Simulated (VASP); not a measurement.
# Cd (Fd-3m) in VASP: a series of runs, part 2 of 2

VASP 6.6.1. Earlier steps stand in the parts before.

**3. Single point, LDA**

The input, INCAR:

```
SYSTEM = Cd
PREC = Accurate ; ENCUT = 520
EDIFF = 1E-6 ; ISMEAR = -1
SIGMA = 0.08 ; LREAL = .False.
LASPH = .True. ; NELM = 60
ALGO = Normal ; ISIF = 2
LWAVE = .False. ; LCHARG = .False.
GGA = CA ; NBANDS = 19
```

The input, KPOINTS:

```
regular mesh
0
Gamma
  12 12 12
  0 0 0
```

The input, POSCAR:

```
Cd
1.0
    0.0000000000      2.9897825474      2.9897825474
    2.9897825474      0.0000000000      2.9897825474
    2.9897825474      2.9897825474      0.0000000000
Cd
2
Direct
   -0.1250000000     -0.1250000000     -0.1250000000
    0.1250000000      0.1250000000      0.1250000000
```

Potentials or basis: VASP PAW LDA potentials, release 64 (Cd).

On the command line:

```
$ cat potpaw_LDA.64/Cd/POTCAR > POTCAR
$ mpirun -np 1 vasp_std > vasp.out
```

OUTCAR:

```text
SYSTEM = Cd
   PREC = Accurate
   ENCUT = 520
   EDIFF = 1E-6
   ISMEAR = -1
   LREAL = .False.
   LASPH = .True.
   NELM = 60
   ISIF = 2
   GGA = CA

 ion  position               nearest neighbor table
   1  0.875  0.875  0.875-   2 2.59   2 2.59   2 2.59   2 2.59
   2  0.125  0.125  0.125-   1 2.59   1 2.59   1 2.59   1 2.59

  LATTYP: Found a face centered cubic cell.
 ALAT       =     5.9795650948

  Lattice vectors:

 A1 = (   0.0000000000,   2.9897825474,   2.9897825474)
 A2 = (   2.9897825474,   0.0000000000,   2.9897825474)
 A3 = (   2.9897825474,   2.9897825474,   0.0000000000)

Analysis of symmetry for initial positions (statically):
=====================================================================
 Subroutine PRICEL returns:
 Original cell was already a primitive cell.

 Routine SETGRP: Setting up the symmetry group for a
 face centered cubic supercell.

 Subroutine GETGRP returns: Found 48 space group operations
 (whereof 12 operations were pure point group operations)
 out of a pool of 48 trial point group operations.

The static configuration has the point symmetry D_3d.
 The point group associated with its full space group is O_h .

Analysis of symmetry for dynamics (positions and initial velocities):
=====================================================================
 Subroutine PRICEL returns:
 Original cell was already a primitive cell.

 Routine SETGRP: Setting up the symmetry group for a
 face centered cubic supercell.

 Subroutine GETGRP returns: Found 48 space group operations
 (whereof 12 operations were pure point group operations)
 out of a pool of 48 trial point group operations.

The dynamic configuration has the point symmetry D_3d.
 The point group associated with its full space group is O_h .

 Subroutine INISYM returns: Found 48 space group operations
[... 110 lines left out ...]
   EMIN   =  10.00;   EMAX   =-10.00  energy-range for DOS
   EFERMI =   0.00;   METHOD = LEGACY
   ISMEAR =    -1;   SIGMA  =   0.08  broadening in eV -4-tet -1-fermi 0-gaus
   EFERMI_NEDOS =   21; number of points for ismear=-14 and -15
   IALGO  =     38    algorithm
   IMIX   =      4    mixing-type and parameters
     AMIX     =   0.40;   BMIX     =  1.00
     AMIX_MAG =   1.60;   BMIX_MAG =  1.00
  volume/ion in A,a.u.               =      26.73       180.35
  Fermi-wavevector in a.u.,A,eV,Ry     =   1.253610  2.368979 21.382059  1.571537
  Thomas-Fermi vector in A             =   2.387454
   LORBIT       =      0    0 simple, 1 ext, 2 COOP (PROOUT), +10 PAW based schemes
   GGA     = CA    functional components
   LHFCALC =     F    Hartree Fock is set to
   AEXX    =    0.0000 exact exchange contribution
   IVDW    =     0    specifies the selected vdW correction
   LEPSILON=     F    determine dielectric tensor
   LRPA    =     F    only Hartree local field effects (RPA)
 non-spin polarized calculation
  energy-cutoff  :      520.00
  volume of cell :       53.45
 maximum number of plane-waves:      1459
   NGX = 15   NGY = 15   NGZ = 15

 number of electron      23.9999988 magnetization

 Free energy of the ion-electron system (eV)
  ---------------------------------------------------
  ext. energy  EPLUGINS =         0.00000000
  ---------------------------------------------------
  free energy    TOTEN  =        -1.82157353 eV

  energy without entropy =       -1.79850837  energy(sigma->0) =       -1.81004095

 E-fermi :   1.2085     XC(G=0): -10.0110

 val. band max:        1.2074002388   @ k =  -0.4167   0.4167   0.1667
 cond. band min:       1.2139438245   @ k =  -0.4167   0.3333   0.1667
 fundamental gap:      0.0065435857
 Fermi energy:         1.2085310631

 k-point     1 :       0.0000    0.0000    0.0000
  band No.  band energies     occupation
      1      -8.5765      2.00000
      2      -8.5765      2.00000
      3      -8.5765      2.00000
      4      -8.5083      2.00000
      5      -8.5083      2.00000
      6      -7.3080      2.00000
[... 505 lines left out ...]
      6      -7.7654      2.00000
[... 11 lines left out ...]
     18      12.0435      0.00000
     19      13.3589      0.00000

 [... further k-points ...]

------------------------ aborting loop because EDIFF is reached ----------------------------------------

  FORCE on cell =-STRESS in cart. coord.  units (eV):
  Direction    XX          YY          ZZ          XY          YZ          ZX
  --------------------------------------------------------------------------------------
  -------------------------------------------------------------------------------------
  Total        2.7683587      2.7683587      2.7683587     -0.0000000     -0.0000000     -0.0000000
  in kB       82.9820469     82.9820469     82.9820469     -0.0000000     -0.0000000     -0.0000000
  external PRESSURE =      82.9820469 kB  Pullay stress =       0.0000000 kB

 VOLUME and BASIS-vectors are now :
 -----------------------------------------------------------------------------
  energy-cutoff  :      520.00
  volume of cell :       53.45
      direct lattice vectors                 reciprocal lattice vectors
     0.000000000  2.989782547  2.989782547    -0.167236243  0.167236243  0.167236243
     2.989782547  0.000000000  2.989782547     0.167236243 -0.167236243  0.167236243
     2.989782547  2.989782547  0.000000000     0.167236243  0.167236243 -0.167236243

 POSITION                                       TOTAL-FORCE (eV/Angst)
 -----------------------------------------------------------------------------------
      5.23212      5.23212      5.23212        -0.000000     -0.000000     -0.000000
      0.74745      0.74745      0.74745         0.000000      0.000000      0.000000
 -----------------------------------------------------------------------------------
    total drift:                                0.000000      0.000000     -0.000000

  FREE ENERGIE OF THE ION-ELECTRON SYSTEM (eV)
  ---------------------------------------------------
  free  energy   TOTEN  =        -1.8215735303 eV

  energy  without entropy=       -1.7985083658  energy(sigma->0) =       -1.81004095
```

stdout:

```text
POSCAR found type information on POSCAR Cd
 POSCAR found :  1 types and       2 ions
 scaLAPACK will be used
 LDA part: xc-table for (Slater(with rela. corr.)+CA(PZ))
 , standard interpolation
 POSCAR, INCAR and KPOINTS ok, starting setup
 FFT: planning ... GRIDC
 FFT: planning ... GRID_SOFT
 FFT: planning ... GRID
 WAVECAR not read
 entering main loop
```

It used 34 s of CPU time on 1 thread of Intel Xeon 6975P-C, with other jobs on the host.

Results:

```
Free energy            : -1.8216 eV
Pressure               : 8.3 GPa
Band gap on the k mesh : zero (band 12 reaches 7.13 eV, above the bottom of band 13 at 0.39 eV)
```
